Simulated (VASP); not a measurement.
**Al: single point with PBEsol**

Crystal: Al.

```
Al
1.0
    -1.55144    1.55144    1.51166
     1.55144   -1.55144    1.51166
     1.55144    1.55144   -1.51166
Al
1
Direct
  0.00000 0.00000 0.00000
```

This cell differs from its parent crystal: strain -0.025 along x and y, -0.050 along z.

```
Program                : VASP 6.6.1
Task                   : single point
Functional             : PBEsol
Potentials or basis    : VASP PAW PBE potentials, release 64 (Al)
Cutoff                 : 520 eV
k mesh                 : 20 × 20 × 20
Occupations            : gaussian, width 0.15 eV
Spin                   : no spin polarisation
Dipole correction      : no
Further INCAR settings : ALGO = Normal; EDIFF = 1e-07; NBANDS = 8
```

```json
{"Pressure": "12.7 GPa"}
```

Stress tensor (GPa, compression positive):
```
13.22  0.00  0.00
 0.00 13.22  0.00
 0.00  0.00 11.63
```

Levels at points of the mesh, in eV from the Fermi level:
```csv
k point,band 1,band 2,band 3,band 4
"(0.00, 0.00, 0.00)",-12.03,13.59,14.26,14.26
"(0.50, 0.00, 0.00)",-4.75,-3.93,8.36,8.99
"(0.50, 0.50, 0.00)",-4.90,-4.18,8.96,9.55
"(0.50, 0.50, 0.50)",1.84,1.84,2.61,2.64
```

Wall time 30 s on 1 thread of Intel(R) Xeon(R) Platinum 8488C (Sapphire Rapids), on a shared host, peak memory 0.17 GiB.

Caveat: the cell differs from its parent crystal (strain -0.025 along x and y, -0.050 along z); the PAW data sets were made with another functional, which shifts forces and pressure a little.
